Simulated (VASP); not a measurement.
# C (I-4m2) in VASP: notebook, part 2 of 3

VASP 6.6.1. Earlier steps stand in the parts before.

### Step 3. Single point, PBE, collinear spin, ferromagnetic start

This run uses another cell than the first one, of 6.50 Å³/atom, 1.065 times its volume.

INCAR

```
SYSTEM = C
  PREC = Accurate
  ENCUT = 520
  EDIFF = 1E-7
  ISMEAR = 0
  SIGMA = 0.1
  LREAL = .False.
  LASPH = .True.
  NELM = 150
  ALGO = Normal
  ISIF = 2
  LWAVE = .False.
  LCHARG = .False.
  ISPIN = 2
  MAGMOM = 1 1 1
  LORBIT = 11
  GGA = PE
  NBANDS = 17
```

KPOINTS

```
Automatic mesh
0
Gamma
  10 10 10
  0 0 0
```

POSCAR

```
C
1.0
   -1.2305698942      1.2305698942      3.2176560328
    1.2305698942     -1.2305698942      3.2176560328
    1.2305698942      1.2305698942     -3.2176560328
C
3
Direct
    0.3876994353      0.3876994353      0.0000000000
    0.7500000000      0.2500000000      0.5000000000
    0.6123005647      0.6123005647      0.0000000000
```

Potentials or basis: VASP PAW PBE potentials, release 64 (C).

Started as:

```sh
$ cat potpaw_PBE.64/C/POTCAR > POTCAR
$ mpirun -np 1 vasp_std > vasp.out
```

OUTCAR:

```text
SYSTEM = C
   PREC = Accurate
   ENCUT = 520
   EDIFF = 1E-7
   ISMEAR = 0
   LREAL = .False.
   LASPH = .True.
   NELM = 150
   ISIF = 2
   ISPIN = 2
   LORBIT = 11
   GGA = PE

 ion  position               nearest neighbor table
   1  0.388  0.388  0.000-   3 1.45   2 1.52   2 1.52
   2  0.750  0.250  0.500-   1 1.52   3 1.52   1 1.52   3 1.52
   3  0.612  0.612  0.000-   1 1.45   2 1.52   2 1.52

  LATTYP: Found a body centered tetragonal cell.
 ALAT       =     2.4611397884
 C/A-ratio  =     2.6147690172

  Lattice vectors:

 A1 = (  -1.2305698942,   1.2305698942,   3.2176560328)
 A2 = (   1.2305698942,  -1.2305698942,   3.2176560328)
 A3 = (   1.2305698942,   1.2305698942,  -3.2176560328)

Analysis of symmetry for initial positions (statically):
=====================================================================
 Subroutine PRICEL returns:
 Original cell was already a primitive cell.

 Routine SETGRP: Setting up the symmetry group for a
 body centered tetragonal supercell.

 Subroutine GETGRP returns: Found  8 space group operations
 (whereof  8 operations were pure point group operations)
 out of a pool of 16 trial point group operations.

The static configuration has the point symmetry D_2d.

Analysis of symmetry for dynamics (positions and initial velocities):
=====================================================================
 Subroutine PRICEL returns:
 Original cell was already a primitive cell.

 Routine SETGRP: Setting up the symmetry group for a
 body centered tetragonal supercell.

 Subroutine GETGRP returns: Found  8 space group operations
 (whereof  8 operations were pure point group operations)
 out of a pool of 16 trial point group operations.

The dynamic configuration has the point symmetry D_2d.

Analysis of structural, dynamic, and magnetic symmetry:
[... 158 lines left out ...]
  ---------------------------------------------------
  free energy    TOTEN  =       -25.03671895 eV

  energy without entropy =      -25.03503858  energy(sigma->0) =      -25.03587877

 E-fermi :   7.9714     XC(G=0): -12.5177

 val. band max:        7.8877243507   @ k =   0.2000   0.2000   0.0000
 cond. band min:       8.0156143959   @ k =   0.2000   0.1000   0.1000
 fundamental gap:      0.1278900452
 Fermi energy:         7.9713728137

 spin component 1

 k-point     1 :       0.0000    0.0000    0.0000
  band No.  band energies     occupation
      1     -12.5817      1.00000
      2      -2.5095      1.00000
      3      -1.6566      1.00000
      4       4.3560      1.00000
      5       4.3560      1.00000
      6       9.0572      0.00000
[... 459 lines left out ...]
      6       6.3323      1.00000
[... 9 lines left out ...]
     16      32.5600      0.00000
     17      34.0934      0.00000

 [... further k-points ...]

 spin component 2

 k-point     1 :       0.0000    0.0000    0.0000
  band No.  band energies     occupation
      1     -12.5817      1.00000
      2      -2.5095      1.00000
      3      -1.6566      1.00000
      4       4.3560      1.00000
      5       4.3560      1.00000
      6       9.0572      0.00000
[... 459 lines left out ...]
      6       6.3323      1.00000
[... 9 lines left out ...]
     16      32.5600      0.00000
     17      34.0934      0.00000

 [... further k-points ...]

------------------------ aborting loop because EDIFF is reached ----------------------------------------

  FORCE on cell =-STRESS in cart. coord.  units (eV):
  Direction    XX          YY          ZZ          XY          YZ          ZX
  --------------------------------------------------------------------------------------
  -------------------------------------------------------------------------------------
  Total        0.0697931      0.0697931      0.0758170      0.0000000      0.0000000      0.0000000
  in kB        5.7373414      5.7373414      6.2325430      0.0000000      0.0000000      0.0000000
  external PRESSURE =       5.9024086 kB  Pullay stress =       0.0000000 kB

 VOLUME and BASIS-vectors are now :
 -----------------------------------------------------------------------------
  energy-cutoff  :      520.00
  volume of cell :       19.49
      direct lattice vectors                 reciprocal lattice vectors
    -1.230569894  1.230569894  3.217656033     0.000000000  0.406315807  0.155392620
     1.230569894 -1.230569894  3.217656033     0.406315807  0.000000000  0.155392620
     1.230569894  1.230569894 -3.217656033     0.406315807  0.406315807  0.000000000

 POSITION                                       TOTAL-FORCE (eV/Angst)
 -----------------------------------------------------------------------------------
      0.00000      0.00000      2.49497        -0.000000     -0.000000     -0.005169
      0.00000      1.23057      1.60883         0.000000      0.000000      0.000000
      0.00000      0.00000      3.94035         0.000000      0.000000      0.005169
 -----------------------------------------------------------------------------------
    total drift:                                0.000000     -0.000000     -0.000000

  FREE ENERGIE OF THE ION-ELECTRON SYSTEM (eV)
  ---------------------------------------------------
  free  energy   TOTEN  =       -25.0367189531 eV

  energy  without entropy=      -25.0350385770  energy(sigma->0) =      -25.03587877

 total charge

# of ion       s       p       d       tot
------------------------------------------
    1        0.863   1.651   0.000   2.514
    2        0.845   1.736   0.000   2.580
    3        0.863   1.651   0.000   2.514
--------------------------------------------------
tot          2.570   5.037   0.000   7.608

 magnetization (x)

# of ion       s       p       d       tot
------------------------------------------
    1       -0.000   0.000   0.000  -0.000
    2        0.000   0.000   0.000   0.000
    3       -0.000   0.000   0.000  -0.000
--------------------------------------------------
tot         -0.000   0.000   0.000   0.000
```

stdout:

```text
POSCAR found type information on POSCAR C
 POSCAR found :  1 types and       3 ions
 scaLAPACK will be used
 LDA part: xc-table for (Slater+PW92), standard interpolation
 POSCAR, INCAR and KPOINTS ok, starting setup
 FFT: planning ... GRIDC
 FFT: planning ... GRID_SOFT
 FFT: planning ... GRID
 WAVECAR not read
 entering main loop
```

It took 46 s on 1 thread of Intel Xeon 6975P-C (Granite Rapids), shared host; peak memory 0.19 GiB.

Results:

```yaml
Free_energy: -25.0367 eV
Pressure: 0.6 GPa
Largest_force: 0.005 eV/Å
Band_gap_on_the_k_mesh: zero (filled and empty bands overlap)
Net_moment: 0.00 μB per cell
Valence_electrons_inside_the_program's_atomic_spheres: C 2.51, 2.58
```

Forces in eV/Å, atoms in the order of the input:
```
C    0.000  0.000 -0.005
C    0.000  0.000  0.000
C    0.000  0.000  0.005
```

Caveat: the k points lie up to 0.36 Å⁻¹ apart.

### Step 4. Single point, PBE

This run uses another cell than the first one, of 6.50 Å³/atom, 1.065 times its volume.

INCAR

```
SYSTEM = C
  ALGO = Normal
  EDIFF = 1E-6
  ENCUT = 520
  GGA = PE
  ISIF = 2
  ISMEAR = 0
  LASPH = .True.
  LCHARG = .True.
  LELF = .True.
  LREAL = .False.
  LVHAR = .True.
  LWAVE = .False.
  NBANDS = 13
  NELM = 60
  PREC = Accurate
  SIGMA = 0.1
```

KPOINTS

```
k-points
0
Gamma
  26 26 26
  0 0 0
```

POSCAR

```
C
1.0
   -1.2307853815      1.2307853815      3.2180598915
    1.2307853815     -1.2307853815      3.2180598915
    1.2307853815      1.2307853815     -3.2180598915
C
3
Direct
    0.3876663939      0.3876663939      0.0000000000
    0.7500000000      0.2500000000      0.5000000000
    0.6123336061      0.6123336061      0.0000000000
```

Started as:

```sh
$ cat potpaw_PBE.64/C/POTCAR > POTCAR
$ mpirun -np 1 vasp_std > vasp.out
```

Run time: 2.9 min. Hardware: 1 thread of Intel Xeon 6975P-C (Granite Rapids), shared host; peak memory 0.37 GiB.

Results (log left out):

```
Free energy            : -25.0290 eV
Pressure               : 0.6 GPa
Band gap on the k mesh : zero (band 6 reaches 13.32 eV, above the bottom of band 7 at 6.45 eV)
```

Stress tensor (GPa, compression positive):
```
0.50 0.00 0.00
0.00 0.50 0.00
0.00 0.00 0.78
```

Levels at points of the mesh, in eV from the Fermi level:
```csv
k point,band 4,band 5,band 6,band 7,band 8,band 9
"(0.00, 0.00, 0.00)",-3.57,-3.57,1.13,1.13,5.82,9.44
"(0.50, 0.00, 0.00)",-7.61,-2.92,-1.41,3.37,7.86,9.88
"(0.50, 0.50, 0.00)",-7.86,-7.48,-4.47,-0.13,6.73,7.47
"(0.50, 0.50, 0.50)",-4.80,-3.21,5.40,5.40,6.03,7.46
```

(Continued in part 3 of 3.)
